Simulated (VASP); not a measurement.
# Cs (Fd-3m) in VASP: further runs, part 2 of 2

VASP 6.6.1. Earlier steps stand in the parts before.

## Step 4: Single point, PBE (volume scaled by 0.9, partial waves polarizable)

File INCAR:

```
SYSTEM = Cs
ALGO = Normal
EDIFF = 1E-6
ENCUT = 520
GGA = PE
ISIF = 2
ISMEAR = -1
LASPH = .True.
LCHARG = .False.
LREAL = .False.
LWAVE = .False.
NBANDS = 16
NELM = 100
PREC = Accurate
SIGMA = 0.08
```

File KPOINTS:

```
k-points
0
Gamma
  6 6 6
  0 0 0
```

File POSCAR:

```
Cs
1.0
    0.0000000000      5.5176176701      5.5176176701
    5.5176176701      0.0000000000      5.5176176701
    5.5176176701      5.5176176701      0.0000000000
Cs
2
Direct
   -0.1250000000     -0.1250000000     -0.1250000000
    0.1250000000      0.1250000000      0.1250000000
```

Potentials or basis: VASP PAW PBE potentials, release 64 (Cs_sv).

Launch:

```console
> cat potpaw_PBE.64/Cs_sv/POTCAR > POTCAR
> mpirun -np 1 vasp_std > vasp.out
```

OUTCAR:

```text
SYSTEM = Cs
   EDIFF = 1E-6
   ENCUT = 520
   GGA = PE
   ISIF = 2
   ISMEAR = -1
   LASPH = .True.
   LREAL = .False.
   NELM = 100
   PREC = Accurate

 ion  position               nearest neighbor table
   1  0.875  0.875  0.875-
   2  0.125  0.125  0.125-

  LATTYP: Found a face centered cubic cell.
 ALAT       =    11.0352353402

  Lattice vectors:

 A1 = (   0.0000000000,   5.5176176701,   5.5176176701)
 A2 = (   5.5176176701,   0.0000000000,   5.5176176701)
 A3 = (   5.5176176701,   5.5176176701,   0.0000000000)

Analysis of symmetry for initial positions (statically):
=====================================================================
 Subroutine PRICEL returns:
 Original cell was already a primitive cell.

 Routine SETGRP: Setting up the symmetry group for a
 face centered cubic supercell.

 Subroutine GETGRP returns: Found 48 space group operations
 (whereof 12 operations were pure point group operations)
 out of a pool of 48 trial point group operations.

The static configuration has the point symmetry D_3d.
 The point group associated with its full space group is O_h .

Analysis of symmetry for dynamics (positions and initial velocities):
=====================================================================
 Subroutine PRICEL returns:
 Original cell was already a primitive cell.

 Routine SETGRP: Setting up the symmetry group for a
 face centered cubic supercell.

 Subroutine GETGRP returns: Found 48 space group operations
 (whereof 12 operations were pure point group operations)
 out of a pool of 48 trial point group operations.

The dynamic configuration has the point symmetry D_3d.
 The point group associated with its full space group is O_h .

 Subroutine INISYM returns: Found 48 space group operations
 (whereof 12 operations are pure point group operations),
 and found     1 'primitive' translations

----------------------------------------------------------------------------------------

                                     Primitive cell

  volume of cell :     335.9579

  direct lattice vectors                    reciprocal lattice vectors
     0.000000000  5.517617670  5.517617670    -0.090618820  0.090618820  0.090618820
     5.517617670  0.000000000  5.517617670     0.090618820 -0.090618820  0.090618820
     5.517617670  5.517617670  0.000000000     0.090618820  0.090618820 -0.090618820

  length of vectors
     7.803089741  7.803089741  7.803089741     0.156956400  0.156956400  0.156956400

  position of ions in fractional coordinates (direct lattice)
     0.875000000  0.875000000  0.875000000
     0.125000000  0.125000000  0.125000000

  ion indices of the primitive-cell ions
   primitive index   ion index
                 1           1
                 2           2

----------------------------------------------------------------------------------------

 KPOINTS: k-points

Automatic generation of k-mesh.
 Grid dimensions read from file:
 generate k-points for:    6    6    6

 Generating k-lattice:

  Cartesian coordinates                     Fractional coordinates (reciprocal lattice)
    -0.015103137  0.015103137  0.015103137     0.166666667  0.000000000  0.000000000
     0.015103137 -0.015103137  0.015103137     0.000000000  0.166666667  0.000000000
     0.015103137  0.015103137 -0.015103137     0.000000000  0.000000000  0.166666667

  Length of vectors
     0.026159400  0.026159400  0.026159400

  Shift w.r.t. Gamma in fractional coordinates (k-lattice)
     0.000000000  0.000000000  0.000000000

 Subroutine IBZKPT returns following result:
 ===========================================

 Found     16 irreducible k-points:

 Following reciprocal coordinates:
            Coordinates               Weight
  0.000000  0.000000  0.000000      1.000000
  0.166667  0.000000  0.000000      8.000000
  0.333333  0.000000  0.000000      8.000000
  0.500000  0.000000  0.000000      4.000000
  0.166667  0.166667  0.000000      6.000000
  0.333333  0.166667  0.000000     24.000000
[... 8 lines left out ...]
 -0.333333  0.333333  0.166667     24.000000
 -0.333333  0.500000  0.166667     12.000000
   k-points           NKPTS =     16   k-points in BZ     NKDIM =     16   number of bands    NBANDS=     16
   number of dos      NEDOS =    301   number of ions     NIONS =      2
   total plane-waves  NPLWV = 216000
   dimension x,y,z NGX =    60 NGY =   60 NGZ =   60
   dimension x,y,z NGXF=   120 NGYF=  120 NGZF=  120
   ions per type =               2
   NGX,Y,Z   is equivalent  to a cutoff of  12.78, 12.78, 12.78 a.u.
   NGXF,Y,Z  is equivalent  to a cutoff of  25.57, 25.57, 25.57 a.u.
 SYSTEM =  Cs
   PREC   = accura    normal or accurate (medium, high low for compatibility)
   ISTART =      0    job   : 0-new  1-cont  2-samecut
   ICHARG =      2    charge: 1-file 2-atom 10-const
   ISPIN  =      1    spin polarized calculation?
   LNONCOLLINEAR =      F non collinear calculations
   LSORBIT =      F    spin-orbit coupling
   LASPH  =      T    aspherical Exc in radial PAW
   ENCUT  =  520.0 eV  38.22 Ry    6.18 a.u.  14.51 14.51 14.51*2*pi/ulx,y,z
   NELM   =    100;   NELMIN=  2; NELMDL= -5     # of ELM steps
   EDIFF  = 0.1E-05   stopping-criterion for ELM
   LREAL  =      F    real-space projection
   EDIFFG = 0.1E-04   stopping-criterion for IOM
   NSW    =      0    number of steps for IOM
   IBRION =     -1    ionic relax: 0-MD 1-quasi-New 2-CG
   NFREE  =      0    steps in history (QN), initial steepest desc. (CG)
   ISIF   =      2    stress and relaxation
   ISYM   =      2    0-nonsym 1-usesym 2-fastsym
   POTIM  = 0.5000    time-step for ionic-motion
   TEBEG  =    0.0;   TEEND  =   0.0 temperature during run
   PSTRESS=    0.0 pullay stress
   NELECT =      18.0000    total number of electrons
   NUPDOWN=      -1.0000    fix difference up-down
   EMIN   =  10.00;   EMAX   =-10.00  energy-range for DOS
   EFERMI =   0.00;   METHOD = LEGACY
   ISMEAR =    -1;   SIGMA  =   0.08  broadening in eV -4-tet -1-fermi 0-gaus
   EFERMI_NEDOS =   21; number of points for ismear=-14 and -15
   IALGO  =     38    algorithm
   IMIX   =      4    mixing-type and parameters
     AMIX     =   0.40;   BMIX     =  1.00
     AMIX_MAG =   1.60;   BMIX_MAG =  1.00
  volume/ion in A,a.u.               =     167.98      1133.58
  Fermi-wavevector in a.u.,A,eV,Ry     =   0.617169  1.166280  5.182425  0.380898
  Thomas-Fermi vector in A             =   1.675159
   LORBIT       =      0    0 simple, 1 ext, 2 COOP (PROOUT), +10 PAW based schemes
   GGA     = PE    functional components
[... 5 lines left out ...]
 non-spin polarized calculation
  energy-cutoff  :      520.00
  volume of cell :      335.96
 maximum number of plane-waves:      9185
 NGX is ok and might be reduce to    60
   NGX = 29   NGY = 29   NGZ = 29

 number of electron      17.9999998 magnetization

 Free energy of the ion-electron system (eV)
  ---------------------------------------------------
  ext. energy  EPLUGINS =         0.00000000
  ---------------------------------------------------
  free energy    TOTEN  =        -1.20423935 eV

  energy without entropy =       -1.16303166  energy(sigma->0) =       -1.18363550

 E-fermi :  -0.2257     XC(G=0):  -4.4514

 val. band max:       -0.4493217152   @ k =  -0.3333   0.3333   0.1667
 cond. band min:      -0.2058512151   @ k =   0.5000   0.0000   0.0000
 fundamental gap:      0.2434705001
 Fermi energy:        -0.2256742578

 k-point     1 :       0.0000    0.0000    0.0000
  band No.  band energies     occupation
      1     -24.5727      2.00000
      2     -24.5489      2.00000
      3     -11.4274      2.00000
      4     -11.4274      2.00000
      5     -11.4274      2.00000
      6     -11.3027      2.00000
[... 8 lines left out ...]
     15       1.5461      0.00000
     16       1.5461      0.00000

 k-point     2 :       0.1667    0.0000    0.0000
  band No.  band energies     occupation
      1     -24.5716      2.00000
      2     -24.5500      2.00000
      3     -11.4309      2.00000
      4     -11.4309      2.00000
      5     -11.4266      2.00000
      6     -11.3042      2.00000
[... 8 lines left out ...]
     15       1.3158      0.00000
     16       1.5623      0.00000
[... 235 lines left out ...]
      5     -11.3894      2.00000
      6     -11.3433      2.00000
[... 8 lines left out ...]
     15       1.4790      0.00000
     16       1.6694      0.00000

 k-point    16 :      -0.3333    0.5000    0.1667
  band No.  band energies     occupation
      1     -24.5608      2.00000
      2     -24.5608      2.00000
      3     -11.4539      2.00000
      4     -11.4539      2.00000
      5     -11.3666      2.00000
      6     -11.3666      2.00000
[... 8 lines left out ...]
     15       1.5070      0.00000
     16       1.5070      0.00000

------------------------ aborting loop because EDIFF is reached ----------------------------------------

  FORCE on cell =-STRESS in cart. coord.  units (eV):
  Direction    XX          YY          ZZ          XY          YZ          ZX
  --------------------------------------------------------------------------------------
  -------------------------------------------------------------------------------------
  Total        0.1806093      0.1806093      0.1806093     -0.0000000     -0.0000000      0.0000000
  in kB        0.8613227      0.8613227      0.8613227     -0.0000000     -0.0000000      0.0000000
  external PRESSURE =       0.8613227 kB  Pullay stress =       0.0000000 kB

 VOLUME and BASIS-vectors are now :
 -----------------------------------------------------------------------------
  energy-cutoff  :      520.00
  volume of cell :      335.96
      direct lattice vectors                 reciprocal lattice vectors
     0.000000000  5.517617670  5.517617670    -0.090618820  0.090618820  0.090618820
     5.517617670  0.000000000  5.517617670     0.090618820 -0.090618820  0.090618820
     5.517617670  5.517617670  0.000000000     0.090618820  0.090618820 -0.090618820

 POSITION                                       TOTAL-FORCE (eV/Angst)
 -----------------------------------------------------------------------------------
      9.65583      9.65583      9.65583        -0.000000     -0.000000     -0.000000
      1.37940      1.37940      1.37940         0.000000      0.000000      0.000000
 -----------------------------------------------------------------------------------
    total drift:                               -0.000000      0.000000     -0.000000

  FREE ENERGIE OF THE ION-ELECTRON SYSTEM (eV)
  ---------------------------------------------------
  free  energy   TOTEN  =        -1.2042393487 eV

  energy  without entropy=       -1.1630316562  energy(sigma->0) =       -1.18363550
```

stdout:

```text
POSCAR found type information on POSCAR Cs
 POSCAR found :  1 types and       2 ions
 scaLAPACK will be used
 LDA part: xc-table for (Slater+PW92), standard interpolation
 POSCAR, INCAR and KPOINTS ok, starting setup
 FFT: planning ... GRIDC
 FFT: planning ... GRID_SOFT
 FFT: planning ... GRID
 WAVECAR not read
 entering main loop
```

Wall time 99 s (1 thread of Intel Xeon 6975P-C, shared host); peak memory 0.5 GiB.

Results:

| Property | Result |
| --- | --- |
| Free energy | -1.2042 eV |
| Pressure | 0.1 GPa |
| Band gap on the k mesh | zero (band 9 reaches -0.13 eV, above the bottom of band 10 at -0.21 eV) |

Caveat: spin-orbit coupling is left out, which moves the levels of the heavy elements.
